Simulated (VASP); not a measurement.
# Si2W (MoSi2 type): relaxation of cell and atoms with PBE

The system is Si2W (MoSi2 type).

```
CELL_PARAMETERS angstrom
-1.55922 1.55922 3.82008
1.55922 -1.55922 3.82008
1.55922 1.55922 -3.82008
ATOMIC_POSITIONS crystal
W 0.00000 0.00000 0.00000
Si 0.33500 0.33500 0.00000
Si 0.66500 0.66500 0.00000
```

```
Program                : VASP 6.6.1
Task                   : relaxation of cell and atoms
Functional             : PBE
Potentials or basis    : VASP PAW PBE potentials, release 64 (W_sv, Si)
Cutoff                 : 600 eV
k mesh                 : 15 × 15 × 15
Occupations            : fermi-dirac, width 0.1 eV
Spin                   : no spin polarisation
Dipole correction      : no
Further INCAR settings : ALGO = Normal; EDIFF = 1e-06; IBRION = 2; EDIFFG = -0.005; NSW = 60; ISIF = 3
```

```json
{"Relaxed volume": "13.68 Å³/atom", "Relaxed cell": "a = 4.550 Å, b = 4.550 Å, c = 4.550 Å, α = 138.42°, β = 138.42°, γ = 60.26°", "Space group after relaxing (to 0.05 Å)": "I4/mmm (No. 139)", "Energy gained by relaxing": "101.8 meV/atom", "Ionic steps": "11", "Pressure after relaxing": "0.0 GPa", "Band gap on the k mesh": "zero (band 11 reaches 12.48 eV, above the bottom of band 12 at 11.28 eV)"}
```

Forces on the atoms (eV/Å):
```
W    0.000  0.000  0.000
Si   0.000  0.000  0.002
Si   0.000  0.000 -0.002
```

Step by step:
```csv
step,energy change (eV),largest force (eV/Å),pressure (GPa),volume (Å³)
1,0.0000,0.3939,27.36,37.15
2,0.6036,0.5559,-27.60,49.72
3,-0.3026,0.0896,-1.30,41.25
4,-0.3037,0.0704,-0.13,41.03
5,-0.3037,0.0637,0.32,40.95
6,-0.3050,0.0135,0.26,41.00
7,-0.3052,0.0257,0.27,40.99
8,-0.3052,0.0114,-0.33,41.10
9,-0.3053,0.0185,-0.04,41.05
10,-0.3053,0.0176,-0.06,41.05
11,-0.3053,0.0025,-0.01,41.04
```

Final structure:
```
W Si
1.0
    -1.61480    1.61480    3.93502
     1.61480   -1.61480    3.93502
     1.61480    1.61480   -3.93502
W Si
1 2
Direct
  0.00000 0.00000 0.00000
  0.33448 0.33448 0.00000
  0.66552 0.66552 0.00000
```

Levels at points of the mesh, in eV from the Fermi level:
```tsv
k point	band 8	band 9	band 10	band 11	band 12	band 13	band 14	band 15
(0.00, 0.00, 0.00)	-3.25	-2.81	-2.81	0.60	2.64	2.98	3.04	3.04
```

Wall time 12 min on 1 thread of Intel(R) Xeon(R) 6975P-C (Granite Rapids) (shared host), peak memory 0.35 GiB.

Caveat: spin-orbit coupling is left out, which moves the levels of the heavy elements.
